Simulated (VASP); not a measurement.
Wanted: the native input for a VASP 6.6.1 run.

* Task: single point
* Functional: HSE06
* Potentials or basis: VASP PAW PBE potentials, release 64 (Hf_pv, In_d, Si, O)
* Cutoff: 520 eV
* k mesh: 2 × 2 × 2
* Occupations: fermi-dirac, width 0.05 eV
* Spin: no spin polarisation
* Dipole correction: no
* Grid for exact exchange (PRECFOCK): Fast
* Further INCAR settings: ALGO = Normal; EDIFF = 1e-06; NBANDS = 63
* Share of exact exchange: 0.25
* Screening parameter: 0.2079 1/Å

HfIn4SiO6:

```
Hf In Si O
1.0
     3.23023   -5.57768   -0.02470
     3.23023    5.57768   -0.02470
    -1.49068    0.00000    6.32030
Hf In Si O
1 4 1 6
Cartesian
  0.6440 0.0000 0.0526
  4.1040 -1.7301 0.0202
  4.1040 1.7301 0.0202
  1.7482 -1.8121 3.0400
  1.7482 1.8121 3.0400
  4.8557 0.0000 2.7718
  4.0293 -1.3765 2.3731
  4.0293 1.3765 2.3731
  -0.2525 0.0000 1.8631
  5.2892 0.0000 4.3477
  1.7422 -1.5806 0.4557
  1.7422 1.5806 0.4557
```

These files were run (other wordings do the same):

POSCAR

```
HfIn4SiO6
1.0
    3.2302300000     -5.5776800000     -0.0247000000
    3.2302300000      5.5776800000     -0.0247000000
   -1.4906800000      0.0000000000      6.3203000000
Hf In Si O
1 4 1 6
Direct
    0.1017800000      0.1017800000      0.0091200000
    0.7922200000      0.4820400000      0.0081800000
    0.4820400000      0.7922200000      0.0081800000
    0.5447200000      0.2198300000      0.4839800000
    0.2198300000      0.5447200000      0.4839800000
    0.8543300000      0.8543300000      0.4452300000
    0.8350000000      0.5882200000      0.3810400000
    0.5882200000      0.8350000000      0.3810400000
    0.0289900000      0.0289900000      0.2950000000
    0.9792000000      0.9792000000      0.6955500000
    0.4285200000      0.1451400000      0.0743500000
    0.1451400000      0.4285200000      0.0743500000
```

INCAR.step1

```
SYSTEM = HfIn4SiO6
PREC     = Accurate       ! precision mode
ENCUT    = 520            ! plane-wave cutoff, eV
EDIFF    = 1E-5           ! SCF threshold, eV
ISMEAR   = -1             ! smearing method
SIGMA    = 0.05           ! smearing width, eV
LREAL    = .False.        ! projectors in reciprocal space
LASPH    = .True.         ! aspherical terms in the spheres
NELM     = 80             ! most SCF steps
ALGO     = Normal         ! electronic algorithm
ISIF     = 2              ! what is computed and relaxed
LWAVE    = .True.         ! write WAVECAR
NBANDS   = 63             ! bands
GGA      = PE             ! functional
KPAR     = 2
```

INCAR.step2

```
SYSTEM = HfIn4SiO6
PREC     = Accurate       ! precision mode
ENCUT    = 520            ! plane-wave cutoff, eV
EDIFF    = 1E-6           ! SCF threshold, eV
ISMEAR   = -1             ! smearing method
SIGMA    = 0.05           ! smearing width, eV
LREAL    = .False.        ! projectors in reciprocal space
LASPH    = .True.         ! aspherical terms in the spheres
NELM     = 80             ! most SCF steps
ALGO     = Normal         ! electronic algorithm
ISIF     = 2              ! what is computed and relaxed
LWAVE    = .False.        ! write WAVECAR
LCHARG   = .True.         ! write CHGCAR
GGA      = PE             ! functional
LHFCALC  = .True.         ! exact exchange
HFSCREEN = 0.2079         ! screening, 1/A
PRECFOCK = Fast         
LVHAR    = .True.       
NBANDS   = 63             ! bands
ISTART   = 1            
KPAR     = 2
```

KPOINTS

```
Automatic mesh
0
Gamma
  2 2 2
  0 0 0
```

Potentials or basis: VASP PAW PBE potentials, release 64 (Hf_pv, In_d, Si, O).

The run is started by

```sh
$ cat potpaw_PBE.64/Hf_pv/POTCAR potpaw_PBE.64/In_d/POTCAR potpaw_PBE.64/Si/POTCAR potpaw_PBE.64/O/POTCAR > POTCAR
$ cp INCAR.step1 INCAR
$ mpirun -np 2 vasp_std > vasp.out
$ cp INCAR.step2 INCAR
$ mpirun -np 2 vasp_std > vasp.out
```

It gave:

```json
{"Pressure": "-3.2 GPa", "Largest force": "0.368 eV/Å", "Band gap on the k mesh": "1.52 eV (least direct gap 1.88 eV)"}
```

Caveat: the k points lie up to 0.57 Å⁻¹ apart; the PAW data sets were made with another functional, which shifts forces and pressure a little; spin-orbit coupling is left out, which moves the levels of the heavy elements.

Run time: 34 min on 2 MPI ranks on AMD EPYC 7R43 64-Core Processor (Zen 3), on a shared host, peak memory 0.51 GiB a rank.
